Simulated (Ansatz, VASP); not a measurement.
# Two plane-wave programs on BaTiO3

File POSCAR:

```
BaTiO3
1.0
    3.9940964053      0.0000000000      0.0000000000
    0.0000000000      3.9940964053      0.0000000000
    0.0000000000      0.0000000000      3.9940964053
Ba Ti O
1 1 3
Direct
    0.0000000000      0.0000000000      0.0000000000
    0.5000000000      0.5000000000      0.5000000000
    0.5000000000      0.0000000000      0.5000000000
    0.5000000000      0.5000000000      0.0000000000
    0.0000000000      0.5000000000      0.5000000000
```

INCAR.step1

```
PREC = Accurate ; ENCUT = 520
EDIFF = 1E-5 ; ISMEAR = 0
SIGMA = 0.01 ; LREAL = F
LASPH = T ; NELM = 60
ALGO = Normal ; ISIF = 2
LWAVE = T ; LCHARG = F
GGA = PE ; NBANDS = 28
```

INCAR.step2

```
PREC = Accurate ; ENCUT = 520
EDIFF = 1E-6 ; ISMEAR = 0
SIGMA = 0.01 ; LREAL = F
LASPH = T ; NELM = 60
ALGO = Normal ; ISIF = 2
LWAVE = F ; LCHARG = F
GGA = PE ; LHFCALC = T
AEXX = 0.25 ; PRECFOCK = Fast
ISTART = 1 ; NBANDS = 28
```

The input KPOINTS:

```
Automatic mesh
0
Gamma
  4 4 4
```

Input for Ansatz:

```yaml
crystal:
  lattice:
    - [3.9940964053, 0.0, 0.0]
    - [0.0, 3.9940964053, 0.0]
    - [0.0, 0.0, 3.9940964053]
  atoms:
    - { symbol: Ba, position: [0.0, 0.0, 0.0] }
    - { symbol: Ti, position: [0.5, 0.5, 0.5] }
    - { symbol: O, position: [0.5, 0.0, 0.5] }
    - { symbol: O, position: [0.5, 0.5, 0.0] }
    - { symbol: O, position: [0.0, 0.5, 0.5] }
kpoints:
  mp_grid: { grid: [4, 4, 4] }
  band_path:
    path: [[0.0, 0.0, 0.0], [0.0, 0.5, 0.0], [0.5, 0.5, 0.0], [0.5, 0.5, 0.5]]
    npoints: 1
hamiltonian:
  xc: pbe0
scf:
  occupations: { method: fixed }
  n_extra_bands: 5
output:
  forces: true
  stress: true
  eigenvalues: true
  write_density: true
  write_potential: true
  elf: true
  volumetric_format: npy
```

Alike in both runs: task single point; functional PBE0; k mesh 4 × 4 × 4; no spin polarisation.

```csv
,VASP,Ansatz
version,VASP 6.6.1,Ansatz 0.2.0
potentials or method,"VASP PAW PBE potentials, release 64 (Ba_sv, Ti_sv, O)","plane waves, PAW"
plane-wave cutoff (eV),520,420
occupations,"gaussian, width 0.01 eV",fixed
valence electrons in the cell,40,40
```

VASP gave:

| Item | Value |
| --- | --- |
| gap on the k mesh at the Fermi level (eV) | 3.90 |
| pressure (GPa) | -0.8 |

Problem. What did Ansatz give for the same quantities?

Solution. gap on the k mesh at the Fermi level (eV): 3.95; pressure (GPa): -2.4.

Ansatz's warnings: stress exchange threshold loose, stress scf threshold loose.

Neither program's run includes spin-orbit coupling.
